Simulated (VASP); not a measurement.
**LiGeN: single point with PBE**

The system is LiGeN.

```xyz
3
Lattice="3.1791 0.0000 0.0000 0.0000 3.1791 0.0000 0.0000 0.0000 3.7920" Properties=species:S:1:pos:R:3 pbc="T T T"
Li    1.5896    1.5896    0.0000
Ge    0.0000    0.0000    1.8960
N     0.0000    0.0000    0.0000
```

The cell was built from a structure type or drawn by symmetry, and may not be a known phase.

```
Program             : VASP 6.6.1
Task                : single point
Functional          : PBE
Potentials or basis : VASP PAW PBE potentials, release 64 (Li_sv, Ge_d, N)
Cutoff              : 520 eV
k mesh              : 14 × 14 × 12
Occupations         : gaussian, width 0.1 eV
Spin                : no spin polarisation
```

* Band gap on the k mesh: zero (bands 11 and 12 overlap by 2.32 eV)

Levels at points of the mesh, in eV from the Fermi level:
| k point | band 8 | band 9 | band 10 | band 11 | band 12 | band 13 | band 14 | band 15 |
| --- | --- | --- | --- | --- | --- | --- | --- | --- |
| (0.00, 0.00, 0.00) | -5.98 | -5.57 | -1.79 | -1.79 | 6.46 | 6.46 | 6.61 | 7.30 |
| (0.50, 0.00, 0.00) | -5.49 | -5.43 | -3.66 | -1.19 | 1.17 | 5.99 | 7.36 | 7.79 |
| (0.50, 0.50, 0.00) | -5.02 | -4.82 | -4.82 | -1.65 | 2.36 | 2.36 | 3.14 | 9.49 |
| (0.00, 0.00, 0.50) | -10.86 | -1.01 | -1.01 | 1.11 | 4.24 | 4.24 | 4.98 | 9.00 |
| (0.50, 0.00, 0.50) | -9.40 | -3.31 | -3.22 | -0.55 | 2.77 | 5.67 | 6.74 | 9.92 |
| (0.50, 0.50, 0.50) | -8.17 | -3.22 | -3.22 | -1.21 | -1.21 | 3.05 | 4.68 | 8.56 |

Run time: 58 s on 1 thread of Intel(R) Xeon(R) 6975P-C (Granite Rapids), with other jobs on the host, peak memory 0.28 GiB.
